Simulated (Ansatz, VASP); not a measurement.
## One calculation of Ag, two programs

The input INCAR:

```
SYSTEM = Ag
PREC = Accurate
ENCUT = 520
EDIFF = 1E-8
ISMEAR = -1
SIGMA = 0.05
LREAL = .FALSE.
LASPH = .TRUE.
NELM = 100
ALGO = Normal
ISIF = 2
LWAVE = .FALSE.
LCHARG = .FALSE.
LEFG = .TRUE.
NBANDS = 12
```

The input KPOINTS:

```
Automatic mesh
0
G
  15 15 15
  0 0 0
```

POSCAR

```
Ag
1.0
    0.0000000000      2.0831709575      2.0831709575
    2.0831709575      0.0000000000      2.0831709575
    2.0831709575      2.0831709575      0.0000000000
Ag
1
Direct
    0.0000000000      0.0000000000      0.0000000000
```

Input for Ansatz:

```yaml
crystal:
  lattice:
    - [0.0, 2.0831709575, 2.0831709575]
    - [2.0831709575, 0.0, 2.0831709575]
    - [2.0831709575, 2.0831709575, 0.0]
  atoms:
    - { symbol: Ag, position: [0.0, 0.0, 0.0] }
kpoints:
  mp_grid: { grid: [15, 15, 15] }
scf:
  occupations: { method: fermi_dirac, width: 0.05 }
hamiltonian:
  xc: lda
  pseudopotentials: { kind: paw }
output:
  forces: true
  stress: true
  eigenvalues: true
  efg: { contact_densities: true }
```

Change from the starting cell: volume scaled by 1.06, PAW files.

Alike in both runs: task electric field gradients; functional LDA; k mesh 15 × 15 × 15; occupations fermi-dirac, width 0.05 eV; no spin polarisation.

```csv
,VASP,Ansatz
version,VASP 6.6.1,Ansatz 0.2.0
potentials or method,"VASP PAW LDA potentials, release 64 (Ag)","PAW with Ansatz's default frozen-core files, scalar-relativistic"
plane-wave cutoff (eV),520,420
valence electrons in the cell,11,19
```

Ansatz gave:

| Property | Result |
| --- | --- |
| pressure (GPa) | -12.0 |

Question: What did VASP give for the same quantities?

Answer: Pressure (GPa): -11.8.

LDA's correlation is that of Perdew and Zunger in VASP and of Perdew and Wang (1992) in Ansatz. VASP's potentials hold 11 valence electrons a cell and Ansatz's 19, so a difference there can come from the potentials and not from the codes.
